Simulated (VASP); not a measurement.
# Al2Ru (P4/nmm) in VASP: single point with r2SCAN

Aim: the single point of Al2Ru with r2SCAN.

All numbers are computed with VASP 6.6.1; they aren't measurements. Logs are shortened: lines on timing, memory, paths and dates and some standing lists are left out, and cuts for length are marked.

### 1 The cell of the first run

Symmetry: P4/nmm, No. 129, tetragonal system. The conventional cell has a = 3.122 Å, b = 3.122 Å, c = 17.140 Å, α = 90.00°, β = 90.00°, γ = 90.00°. Al (site symmetry 4mm) has 5 Ru at 2.58 to 2.88 Å and 9 Al at 2.69 to 3.12 Å within 3.4 Å. Within 3.4 Å of Al (site symmetry 4mm) lie 5 Ru at 2.58 to 3.13 Å and 9 Al at 2.69 to 3.12 Å. Al (site symmetry 4mm) has 5 Ru at 2.58 to 2.88 Å and 9 Al at 2.69 to 3.12 Å within 3.4 Å. Al (site symmetry 4mm) has 5 Ru at 2.58 to 2.88 Å and 9 Al at 2.69 to 3.12 Å within 3.4 Å. Ru (site symmetry 4mm) has 10 Al at 2.58 to 2.88 Å and 4 Ru at 3.12 Å within 3.4 Å. Within 3.4 Å of Ru (site symmetry 4mm) lie 10 Al at 2.58 to 3.13 Å and 4 Ru at 3.12 Å.

### 2 Single point, r2SCAN (the distance across one plane changed)

File POSCAR:

```
Al2Ru
1.0
   -3.1218205081      0.0000000000      0.0000000000
    0.0000000000     -3.1218205081      0.0000000000
    0.0000000000      0.0000000000     17.1399668331
Al Ru
8 4
Direct
    0.0000000000      0.0000000000      0.2015635373
    0.5000000000      0.5000000000      0.9406241930
    0.0000000000      0.0000000000      0.6942706411
    0.5000000000      0.5000000000      0.4479170892
    0.5000000000      0.5000000000      0.2911435664
    1.0000000000      1.0000000000      0.0447900145
    0.5000000000      0.5000000000      0.7838506701
    1.0000000000      1.0000000000      0.5374971183
    0.0000000000      0.0000000000      0.3695303278
    0.5000000000      0.5000000000      0.1231767759
    0.0000000000      0.0000000000      0.8622374315
    0.5000000000      0.5000000000      0.6158838797
```

File INCAR.step1:

```
PREC = Accurate ; ENCUT = 520
ISMEAR = 0 ; SIGMA = 0.15
LREAL = False ; LASPH = True
NELM = 100 ; NBANDS = 52
GGA = PE ; ALGO = Normal
EDIFF = 1E-4 ; LWAVE = True
LCHARG = False
```

File INCAR.step2:

```
PREC = Accurate ; ENCUT = 520
EDIFF = 1E-6 ; ISMEAR = 0
SIGMA = 0.15 ; LREAL = False
LASPH = True ; NELM = 100
ALGO = Normal ; ISIF = 2
LWAVE = False ; LCHARG = True
METAGGA = R2SCAN ; LMIXTAU = True
LELF = True ; LVHAR = True
NBANDS = 52 ; ISTART = 1
```

File KPOINTS:

```
regular mesh
0
Gamma
  15 15 3
```

Potentials or basis: VASP PAW PBE potentials, release 64 (Al, Ru_pv).

Run with:

```sh
cat potpaw_PBE.64/Al/POTCAR potpaw_PBE.64/Ru_pv/POTCAR > POTCAR
cp INCAR.step1 INCAR
mpirun -np 1 vasp_std > vasp.out
cp INCAR.step2 INCAR
mpirun -np 1 vasp_std > vasp.out
```

OUTCAR:

```text
PREC = Accurate
   ENCUT = 520
   EDIFF = 1E-6
   ISMEAR = 0
   LREAL = False
   LASPH = True
   NELM = 100
   ISIF = 2
   METAGGA = R2SCAN
   ISTART = 1

 ion  position               nearest neighbor table
   1  0.000  0.000  0.202-  10 2.58  10 2.58  10 2.58  10 2.58   6 2.69   5 2.69   5 2.69   5 2.69
                             5 2.69   9 2.88
   2  0.500  0.500  0.941-  11 2.58  11 2.58  11 2.58  11 2.58   7 2.69   6 2.84   6 2.84   6 2.84
                             6 2.84  10 3.13
   3  0.000  0.000  0.694-  12 2.58  12 2.58  12 2.58  12 2.58   8 2.69   7 2.69   7 2.69   7 2.69
                             7 2.69  11 2.88
   4  0.500  0.500  0.448-   9 2.58   9 2.58   9 2.58   9 2.58   5 2.69   8 2.69   8 2.69   8 2.69
                             8 2.69  12 2.88
   5  0.500  0.500  0.291-   9 2.58   9 2.58   9 2.58   9 2.58   4 2.69   1 2.69   1 2.69   1 2.69
                             1 2.69  10 2.88
   6  0.000  0.000  0.045-  10 2.58  10 2.58  10 2.58  10 2.58   1 2.69   2 2.84   2 2.84   2 2.84
                             2 2.84  11 3.13
   7  0.500  0.500  0.784-  11 2.58  11 2.58  11 2.58  11 2.58   2 2.69   3 2.69   3 2.69   3 2.69
                             3 2.69  12 2.88
   8  0.000  0.000  0.537-  12 2.58  12 2.58  12 2.58  12 2.58   3 2.69   4 2.69   4 2.69   4 2.69
                             4 2.69   9 2.88
   9  0.000  0.000  0.370-   4 2.58   5 2.58   4 2.58   5 2.58   4 2.58   5 2.58   4 2.58   5 2.58
                             1 2.88   8 2.88
  10  0.500  0.500  0.123-   1 2.58   6 2.58   1 2.58   6 2.58   1 2.58   6 2.58   1 2.58   6 2.58
                             5 2.88   2 3.13
  11  0.000  0.000  0.862-   7 2.58   7 2.58   7 2.58   7 2.58   2 2.58   2 2.58   2 2.58   2 2.58
                             3 2.88   6 3.13
  12  0.500  0.500  0.616-   3 2.58   8 2.58   3 2.58   8 2.58   3 2.58   8 2.58   3 2.58   8 2.58
                             7 2.88   4 2.88

  LATTYP: Found a simple tetragonal cell.
 ALAT       =     3.1218205081
 C/A-ratio  =     5.4903755000

  Lattice vectors:

 A1 = (  -3.1218205081,   0.0000000000,   0.0000000000)
 A2 = (   0.0000000000,  -3.1218205081,   0.0000000000)
 A3 = (   0.0000000000,   0.0000000000,  17.1399668331)

Analysis of symmetry for initial positions (statically):
=====================================================================
 Subroutine PRICEL returns:
 Original cell was already a primitive cell.

 Routine SETGRP: Setting up the symmetry group for a
 simple tetragonal supercell.

 Subroutine GETGRP returns: Found 16 space group operations
 (whereof  8 operations were pure point group operations)
 out of a pool of 16 trial point group operations.

The static configuration has the point symmetry C_4v.
 The point group associated with its full space group is D_4h.

Analysis of symmetry for dynamics (positions and initial velocities):
=====================================================================
 Subroutine PRICEL returns:
 Original cell was already a primitive cell.

 Routine SETGRP: Setting up the symmetry group for a
 simple tetragonal supercell.

 Subroutine GETGRP returns: Found 16 space group operations
 (whereof  8 operations were pure point group operations)
 out of a pool of 16 trial point group operations.

The dynamic configuration has the point symmetry C_4v.
 The point group associated with its full space group is D_4h.

 Subroutine INISYM returns: Found 16 space group operations
 (whereof  8 operations are pure point group operations),
 and found     1 'primitive' translations

----------------------------------------------------------------------------------------

                                     Primitive cell

  volume of cell :     167.0421

  direct lattice vectors                    reciprocal lattice vectors
    -3.121820508  0.000000000  0.000000000    -0.320325912  0.000000000  0.000000000
     0.000000000 -3.121820508  0.000000000     0.000000000 -0.320325912  0.000000000
     0.000000000  0.000000000 17.139966833     0.000000000  0.000000000  0.058343170

  length of vectors
     3.121820508  3.121820508 17.139966833     0.320325912  0.320325912  0.058343170

  position of ions in fractional coordinates (direct lattice)
     0.000000000  0.000000000  0.201563537
     0.500000000  0.500000000  0.940624193
     0.000000000  0.000000000  0.694270641
     0.500000000  0.500000000  0.447917089
     0.500000000  0.500000000  0.291143566
     0.000000000  0.000000000  0.044790015
[... 35 lines left out ...]
     0.000000000  0.000000000  0.019447723     0.000000000  0.000000000  0.333333333

  Length of vectors
     0.021355061  0.021355061  0.019447723

  Shift w.r.t. Gamma in fractional coordinates (k-lattice)
     0.000000000  0.000000000  0.000000000

 Subroutine IBZKPT returns following result:
 ===========================================

 Found     72 irreducible k-points:

 Following reciprocal coordinates:
            Coordinates               Weight
  0.000000  0.000000  0.000000      1.000000
  0.066667  0.000000  0.000000      4.000000
  0.133333  0.000000  0.000000      4.000000
  0.200000  0.000000  0.000000      4.000000
  0.266667  0.000000  0.000000      4.000000
  0.333333  0.000000  0.000000      4.000000
[... 16 lines left out ...]
  0.266667  0.200000  0.000000      8.000000
  0.333333  0.200000  0.000000      8.000000
 [... further k-points ...]
   k-points           NKPTS =     72   k-points in BZ     NKDIM =     72   number of bands    NBANDS=     52
   number of dos      NEDOS =    301   number of ions     NIONS =     12
   total plane-waves  NPLWV =  73728
   dimension x,y,z NGX =    24 NGY =   24 NGZ =  128
   dimension x,y,z NGXF=    48 NGYF=   48 NGZF=  256
   ions per type =               8   4
   NGX,Y,Z   is equivalent  to a cutoff of  12.78, 12.78, 12.42 a.u.
   NGXF,Y,Z  is equivalent  to a cutoff of  25.56, 25.56, 24.83 a.u.
 SYSTEM =  unknown system
   PREC   = accura    normal or accurate (medium, high low for compatibility)
   ISTART =      1    job   : 0-new  1-cont  2-samecut
   ICHARG =      0    charge: 1-file 2-atom 10-const
   ISPIN  =      1    spin polarized calculation?
   LNONCOLLINEAR =      F non collinear calculations
   LSORBIT =      F    spin-orbit coupling
   LASPH  =      T    aspherical Exc in radial PAW
   ENCUT  =  520.0 eV  38.22 Ry    6.18 a.u.   5.80  5.80 31.87*2*pi/ulx,y,z
   NELM   =    100;   NELMIN=  2; NELMDL=  0     # of ELM steps
   EDIFF  = 0.1E-05   stopping-criterion for ELM
   LREAL  =      F    real-space projection
   EDIFFG = 0.1E-04   stopping-criterion for IOM
   NSW    =      0    number of steps for IOM
   IBRION =     -1    ionic relax: 0-MD 1-quasi-New 2-CG
   NFREE  =      0    steps in history (QN), initial steepest desc. (CG)
   ISIF   =      2    stress and relaxation
   ISYM   =      2    0-nonsym 1-usesym 2-fastsym
   POTIM  = 0.5000    time-step for ionic-motion
   TEBEG  =    0.0;   TEEND  =   0.0 temperature during run
   PSTRESS=    0.0 pullay stress
   NELECT =      80.0000    total number of electrons
   NUPDOWN=      -1.0000    fix difference up-down
   EMIN   =  10.00;   EMAX   =-10.00  energy-range for DOS
   EFERMI =   0.00;   METHOD = LEGACY
   ISMEAR =     0;   SIGMA  =   0.15  broadening in eV -4-tet -1-fermi 0-gaus
   EFERMI_NEDOS =   21; number of points for ismear=-14 and -15
   IALGO  =     38    algorithm
   IMIX   =      4    mixing-type and parameters
     AMIX     =   0.40;   BMIX     =  1.00
     AMIX_MAG =   1.60;   BMIX_MAG =  1.00
  volume/ion in A,a.u.               =      13.92        93.94
  Fermi-wavevector in a.u.,A,eV,Ry     =   1.280844  2.420444 22.321190  1.640561
  Thomas-Fermi vector in A             =   2.413248
   LORBIT       =      0    0 simple, 1 ext, 2 COOP (PROOUT), +10 PAW based schemes
   METAGGA = R2SCAN    functional components
   LHFCALC =     F    Hartree Fock is set to
   AEXX    =    0.0000 exact exchange contribution
   IVDW    =     0    specifies the selected vdW correction
   LEPSILON=     F    determine dielectric tensor
   LRPA    =     F    only Hartree local field effects (RPA)
 non-spin polarized calculation
 Gauss-broadening in eV      SIGMA  =   0.15
  energy-cutoff  :      520.00
  volume of cell :      167.04
 maximum number of plane-waves:      4550
 NGX is ok and might be reduce to    24
   NGX = 11   NGY = 11   NGZ = 63

 number of electron      79.9999990 magnetization

 Free energy of the ion-electron system (eV)
  ---------------------------------------------------
  ext. energy  EPLUGINS =         0.00000000
  ---------------------------------------------------
  free energy    TOTEN  =      -164.56788919 eV

  energy without entropy =     -164.56065316  energy(sigma->0) =     -164.56427117

 E-fermi :  10.4374     XC(G=0): -12.7797

 val. band max:       10.4338047526   @ k =   0.2000   0.2000   0.0000
 cond. band min:      10.4904129258   @ k =   0.3333   0.3333   0.0000
 fundamental gap:      0.0566081733
 Fermi energy:        10.4373728277

 k-point     1 :       0.0000    0.0000    0.0000
  band No.  band energies     occupation
      1     -33.6782      2.00000
      2     -33.6782      2.00000
      3     -33.6781      2.00000
      4     -33.6781      2.00000
      5     -33.6216      2.00000
      6     -33.6216      2.00000
[... 1309 lines left out ...]
     51      14.8064      0.00000
     52      14.8150      0.00000

 [... further k-points ...]

------------------------ aborting loop because EDIFF is reached ----------------------------------------

  FORCE on cell =-STRESS in cart. coord.  units (eV):
  Direction    XX          YY          ZZ          XY          YZ          ZX
  --------------------------------------------------------------------------------------
  -------------------------------------------------------------------------------------
  Total       -1.5688222     -1.5688222     -2.7514336      0.0000000      0.0000000      0.0000000
  in kB      -15.0472963    -15.0472963    -26.3902672      0.0000000      0.0000000      0.0000000
  external PRESSURE =     -18.8282866 kB  Pullay stress =       0.0000000 kB

 VOLUME and BASIS-vectors are now :
 -----------------------------------------------------------------------------
  energy-cutoff  :      520.00
  volume of cell :      167.04
      direct lattice vectors                 reciprocal lattice vectors
    -3.121820508  0.000000000  0.000000000    -0.320325912  0.000000000  0.000000000
     0.000000000 -3.121820508  0.000000000     0.000000000 -0.320325912  0.000000000
     0.000000000  0.000000000 17.139966833     0.000000000  0.000000000  0.058343170

 POSITION                                       TOTAL-FORCE (eV/Angst)
 -----------------------------------------------------------------------------------
      0.00000      0.00000      3.45479         0.000000      0.000000     -0.073234
     -1.56091     -1.56091     16.12227         0.000000     -0.000000      0.744053
      0.00000      0.00000     11.89978         0.000000     -0.000000      0.037378
     -1.56091     -1.56091      7.67728         0.000000      0.000000      0.010607
     -1.56091     -1.56091      4.99019         0.000000      0.000000     -0.037378
      0.00000      0.00000      0.76770         0.000000      0.000000     -0.744053
     -1.56091     -1.56091     13.43517         0.000000     -0.000000      0.073234
      0.00000      0.00000      9.21268         0.000000     -0.000000     -0.010607
      0.00000      0.00000      6.33374         0.000000     -0.000000     -0.017817
     -1.56091     -1.56091      2.11125         0.000000     -0.000000     -0.050926
      0.00000      0.00000     14.77872         0.000000     -0.000000      0.050926
     -1.56091     -1.56091     10.55623        -0.000000      0.000000      0.017817
 -----------------------------------------------------------------------------------
    total drift:                               -0.000000      0.000000      0.005456

  FREE ENERGIE OF THE ION-ELECTRON SYSTEM (eV)
  ---------------------------------------------------
  free  energy   TOTEN  =      -164.5678891887 eV

  energy  without entropy=     -164.5606531572  energy(sigma->0) =     -164.56427117
```

It took 51 min on 1 thread of Oxide Virtual Turin-like, shared host; peak memory 0.56 GiB.

Results:

- Free energy: -164.5679 eV
- Pressure: -1.9 GPa
- Largest force: 0.744 eV/Å
- Band gap on the k mesh: zero (bands 40 and 41 overlap by 0.03 eV)

Forces in eV/Å, atoms in the order of the input:
```
Al   0.000  0.000 -0.073
Al   0.000  0.000  0.744
Al   0.000  0.000  0.037
Al   0.000  0.000  0.011
Al   0.000  0.000 -0.037
Al   0.000  0.000 -0.744
Al   0.000  0.000  0.073
Al   0.000  0.000 -0.011
Ru   0.000  0.000 -0.018
Ru   0.000  0.000 -0.051
Ru   0.000  0.000  0.051
Ru   0.000  0.000  0.018
```

Stress tensor (GPa, compression positive):
```
-1.50  0.00  0.00
 0.00 -1.50  0.00
 0.00  0.00 -2.64
```

Caveat: the cell differs from its parent crystal (the distance across one plane changed); the PAW data sets were made with another functional, which shifts forces and pressure a little.
